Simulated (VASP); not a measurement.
# Ti (Fm-3m) in VASP: a series of runs

The runs below take Ti through single point, with PBE.

All numbers are computed with VASP 6.6.1; they aren't measurements. Logs are shortened: lines on timing, memory, paths and dates and some standing lists are left out, and cuts for length are marked.

## (1) The cell of the first run

It takes space group Fm-3m (No. 225, cubic). Conventional cell: a = 4.113 Å, b = 4.113 Å, c = 4.113 Å, α = 90.00°, β = 90.00°, γ = 90.00°. Ti (site symmetry m-3m) has 12 Ti at 2.91 Å within 3.8 Å.

This isn't the form of Ti at room conditions, which is hcp.

## (2) Single point, PBE

The input, INCAR:

```
  ALGO = Normal
  EDIFF = 1E-7
  ENCUT = 520
  GGA = PE
  ISIF = 2
  ISMEAR = -1
  LASPH = T
  LCHARG = F
  LREAL = F
  LWAVE = F
  NBANDS = 12
  NELM = 60
  PREC = Accurate
  SIGMA = 0.06122561905347299
```

The input, KPOINTS:

```
k-points
0
Gamma
  16 16 16
```

The input, POSCAR:

```
Ti
1.0
    0.0000000000      2.0565655567      2.0565655567
    2.0565655567      0.0000000000      2.0565655567
    2.0565655567      2.0565655567      0.0000000000
Ti
1
Direct
    0.0000000000      0.0000000000      0.0000000000
```

Potentials or basis: VASP PAW PBE potentials, release 64 (Ti_sv).

The run is started by

```console
> cat potpaw_PBE.64/Ti_sv/POTCAR > POTCAR
> mpirun -np 1 vasp_std > vasp.out
```

OUTCAR:

```text
EDIFF = 1E-7
   ENCUT = 520
   GGA = PE
   ISIF = 2
   ISMEAR = -1
   LASPH = T
   LREAL = F
   NELM = 60
   PREC = Accurate

 ion  position               nearest neighbor table
   1  0.000  0.000  0.000-

  LATTYP: Found a face centered cubic cell.
 ALAT       =     4.1131311134

  Lattice vectors:

 A1 = (   0.0000000000,   2.0565655567,   2.0565655567)
 A2 = (   2.0565655567,   0.0000000000,   2.0565655567)
 A3 = (   2.0565655567,   2.0565655567,   0.0000000000)

Analysis of symmetry for initial positions (statically):
=====================================================================
 Subroutine PRICEL returns:
 Original cell was already a primitive cell.

 Routine SETGRP: Setting up the symmetry group for a
 face centered cubic supercell.

 Subroutine GETGRP returns: Found 48 space group operations
 (whereof 48 operations were pure point group operations)
 out of a pool of 48 trial point group operations.

The static configuration has the point symmetry O_h .

Analysis of symmetry for dynamics (positions and initial velocities):
=====================================================================
 Subroutine PRICEL returns:
 Original cell was already a primitive cell.

 Routine SETGRP: Setting up the symmetry group for a
 face centered cubic supercell.

 Subroutine GETGRP returns: Found 48 space group operations
 (whereof 48 operations were pure point group operations)
 out of a pool of 48 trial point group operations.

The dynamic configuration has the point symmetry O_h .

 Subroutine INISYM returns: Found 48 space group operations
 (whereof 48 operations are pure point group operations),
 and found     1 'primitive' translations

----------------------------------------------------------------------------------------

                                     Primitive cell

  volume of cell :      17.3963

  direct lattice vectors                    reciprocal lattice vectors
     0.000000000  2.056565557  2.056565557    -0.243123784  0.243123784  0.243123784
     2.056565557  0.000000000  2.056565557     0.243123784 -0.243123784  0.243123784
     2.056565557  2.056565557  0.000000000     0.243123784  0.243123784 -0.243123784

  length of vectors
     2.908422902  2.908422902  2.908422902     0.421102746  0.421102746  0.421102746

  position of ions in fractional coordinates (direct lattice)
     0.000000000  0.000000000  0.000000000

  ion indices of the primitive-cell ions
   primitive index   ion index
                 1           1

----------------------------------------------------------------------------------------

 KPOINTS: k-points

Automatic generation of k-mesh.
 Grid dimensions read from file:
 generate k-points for:   16   16   16

 Generating k-lattice:

  Cartesian coordinates                     Fractional coordinates (reciprocal lattice)
    -0.015195236  0.015195236  0.015195236     0.062500000  0.000000000  0.000000000
     0.015195236 -0.015195236  0.015195236     0.000000000  0.062500000  0.000000000
     0.015195236  0.015195236 -0.015195236     0.000000000  0.000000000  0.062500000

  Length of vectors
     0.026318922  0.026318922  0.026318922

  Shift w.r.t. Gamma in fractional coordinates (k-lattice)
     0.000000000  0.000000000  0.000000000

 Subroutine IBZKPT returns following result:
 ===========================================

 Found    145 irreducible k-points:

 Following reciprocal coordinates:
            Coordinates               Weight
  0.000000  0.000000  0.000000      1.000000
  0.062500  0.000000  0.000000      8.000000
  0.125000  0.000000  0.000000      8.000000
  0.187500  0.000000  0.000000      8.000000
  0.250000  0.000000  0.000000      8.000000
  0.312500  0.000000  0.000000      8.000000
[... 16 lines left out ...]
 -0.125000  0.062500  0.000000     24.000000
 -0.062500  0.062500  0.000000     12.000000
 [... further k-points ...]
   k-points           NKPTS =    145   k-points in BZ     NKDIM =    145   number of bands    NBANDS=     12
   number of dos      NEDOS =    301   number of ions     NIONS =      1
   total plane-waves  NPLWV =  13824
   dimension x,y,z NGX =    24 NGY =   24 NGZ =   24
   dimension x,y,z NGXF=    48 NGYF=   48 NGZF=   48
   ions per type =               1
   NGX,Y,Z   is equivalent  to a cutoff of  13.72, 13.72, 13.72 a.u.
   NGXF,Y,Z  is equivalent  to a cutoff of  27.44, 27.44, 27.44 a.u.
 SYSTEM =  unknown system
   PREC   = accura    normal or accurate (medium, high low for compatibility)
   ISTART =      0    job   : 0-new  1-cont  2-samecut
   ICHARG =      2    charge: 1-file 2-atom 10-const
   ISPIN  =      1    spin polarized calculation?
   LNONCOLLINEAR =      F non collinear calculations
   LSORBIT =      F    spin-orbit coupling
   LASPH  =      T    aspherical Exc in radial PAW
   ENCUT  =  520.0 eV  38.22 Ry    6.18 a.u.   5.41  5.41  5.41*2*pi/ulx,y,z
   NELM   =     60;   NELMIN=  2; NELMDL= -5     # of ELM steps
   EDIFF  = 0.1E-06   stopping-criterion for ELM
   LREAL  =      F    real-space projection
   EDIFFG = 0.1E-05   stopping-criterion for IOM
   NSW    =      0    number of steps for IOM
   IBRION =     -1    ionic relax: 0-MD 1-quasi-New 2-CG
   NFREE  =      0    steps in history (QN), initial steepest desc. (CG)
   ISIF   =      2    stress and relaxation
   ISYM   =      2    0-nonsym 1-usesym 2-fastsym
   POTIM  = 0.5000    time-step for ionic-motion
   TEBEG  =    0.0;   TEEND  =   0.0 temperature during run
   PSTRESS=    0.0 pullay stress
   NELECT =      12.0000    total number of electrons
   NUPDOWN=      -1.0000    fix difference up-down
   EMIN   =  10.00;   EMAX   =-10.00  energy-range for DOS
   EFERMI =   0.00;   METHOD = LEGACY
   ISMEAR =    -1;   SIGMA  =   0.06  broadening in eV -4-tet -1-fermi 0-gaus
   EFERMI_NEDOS =   21; number of points for ismear=-14 and -15
   IALGO  =     38    algorithm
   IMIX   =      4    mixing-type and parameters
     AMIX     =   0.40;   BMIX     =  1.00
     AMIX_MAG =   1.60;   BMIX_MAG =  1.00
  volume/ion in A,a.u.               =      17.40       117.40
  Fermi-wavevector in a.u.,A,eV,Ry     =   1.446492  2.733473 28.468000  2.092339
  Thomas-Fermi vector in A             =   2.564554
   LORBIT       =      0    0 simple, 1 ext, 2 COOP (PROOUT), +10 PAW based schemes
   GGA     = PE    functional components
   LHFCALC =     F    Hartree Fock is set to
   AEXX    =    0.0000 exact exchange contribution
   IVDW    =     0    specifies the selected vdW correction
   LEPSILON=     F    determine dielectric tensor
   LRPA    =     F    only Hartree local field effects (RPA)
 non-spin polarized calculation
  energy-cutoff  :      520.00
  volume of cell :       17.40
 maximum number of plane-waves:       489
 NGX is ok and might be reduce to    24
   NGX = 11   NGY = 11   NGZ = 11

 number of electron      12.0000002 magnetization

 Free energy of the ion-electron system (eV)
  ---------------------------------------------------
  ext. energy  EPLUGINS =         0.00000000
  ---------------------------------------------------
  free energy    TOTEN  =        -7.78831201 eV

  energy without entropy =       -7.76632603  energy(sigma->0) =       -7.77731902

 E-fermi :   8.2015     XC(G=0): -11.4912

 val. band max:        8.1981007697   @ k =  -0.2500   0.2500   0.0000
 cond. band min:       8.2234041533   @ k =  -0.4375   0.1250   0.0625
 fundamental gap:      0.0253033836
 Fermi energy:         8.2014541662

 k-point     1 :       0.0000    0.0000    0.0000
  band No.  band energies     occupation
      1     -48.5099      2.00000
      2     -24.3712      2.00000
      3     -24.3712      2.00000
      4     -24.3712      2.00000
      5       2.1106      2.00000
      6       9.0770      0.00000
      7       9.0770      0.00000
      8       9.0770      0.00000
      9      10.7041      0.00000
     10      10.7041      0.00000
     11      23.4402      0.00000
     12      27.9083      0.00000

 k-point     2 :       0.0625    0.0000    0.0000
  band No.  band energies     occupation
      1     -48.5054      2.00000
      2     -24.3974      2.00000
      3     -24.3745      2.00000
      4     -24.3745      2.00000
      5       2.2370      2.00000
      6       8.9990      0.00000
      7       9.1226      0.00000
      8       9.1226      0.00000
      9      10.6746      0.00000
     10      10.6746      0.00000
     11      23.5412      0.00000
     12      26.9008      0.00000

 k-point     3 :       0.1250    0.0000    0.0000
  band No.  band energies     occupation
      1     -48.4924      2.00000
      2     -24.4715      2.00000
      3     -24.3839      2.00000
      4     -24.3839      2.00000
      5       2.6053      2.00000
      6       8.7913      0.00013
      7       9.2359      0.00000
      8       9.2359      0.00000
      9      10.6149      0.00000
     10      10.6149      0.00000
     11      23.6542      0.00000
     12      25.2622      0.00000
[... 286 lines left out ...]
 k-point    23 :      -0.1250    0.0625    0.0000
  band No.  band energies     occupation
      1     -48.4829      2.00000
      2     -24.5155      2.00000
      3     -24.4080      2.00000
      4     -24.3832      2.00000
      5       2.8823      2.00000
      6       8.6359      0.00166
      7       9.3050      0.00000
      8       9.3285      0.00000
      9      10.4175      0.00000
     10      10.7556      0.00000
     11      23.6166      0.00000
     12      24.6510      0.00000

 k-point    24 :      -0.0625    0.0625    0.0000
  band No.  band energies     occupation
      1     -48.4981      2.00000
      2     -24.4342      2.00000
      3     -24.3894      2.00000
      4     -24.3755      2.00000
      5       2.4440      2.00000
      6       8.8682      0.00004
      7       9.1909      0.00000
      8       9.2052      0.00000
      9      10.5511      0.00000
     10      10.7142      0.00000
     11      23.6724      0.00000
     12      25.9923      0.00000

 [... further k-points ...]

------------------------ aborting loop because EDIFF is reached ----------------------------------------

  FORCE on cell =-STRESS in cart. coord.  units (eV):
  Direction    XX          YY          ZZ          XY          YZ          ZX
  --------------------------------------------------------------------------------------
  -------------------------------------------------------------------------------------
  Total       -0.0282491     -0.0282491     -0.0282491      0.0000000      0.0000000     -0.0000000
  in kB       -2.6017055     -2.6017055     -2.6017055      0.0000000      0.0000000     -0.0000000
  external PRESSURE =      -2.6017055 kB  Pullay stress =       0.0000000 kB

 VOLUME and BASIS-vectors are now :
 -----------------------------------------------------------------------------
  energy-cutoff  :      520.00
  volume of cell :       17.40
      direct lattice vectors                 reciprocal lattice vectors
     0.000000000  2.056565557  2.056565557    -0.243123784  0.243123784  0.243123784
     2.056565557  0.000000000  2.056565557     0.243123784 -0.243123784  0.243123784
     2.056565557  2.056565557  0.000000000     0.243123784  0.243123784 -0.243123784

 POSITION                                       TOTAL-FORCE (eV/Angst)
 -----------------------------------------------------------------------------------
      0.00000      0.00000      0.00000         0.000000      0.000000     -0.000000
 -----------------------------------------------------------------------------------
    total drift:                               -0.000000      0.000000     -0.000000

  FREE ENERGIE OF THE ION-ELECTRON SYSTEM (eV)
  ---------------------------------------------------
  free  energy   TOTEN  =        -7.7883120079 eV

  energy  without entropy=       -7.7663260250  energy(sigma->0) =       -7.77731902
```

It took 14 s on 1 thread of Intel Xeon 6975P-C (Granite Rapids), shared host; peak memory 0.16 GiB.

Results:

```
Free energy            : -7.7883 eV
Pressure               : -0.3 GPa
Band gap on the k mesh : zero (bands 6 and 7 overlap by 1.25 eV)
```

[end of part 1 of 2]

The gap in the log of VASP goes by the Fermi energy; the results here count the filled bands.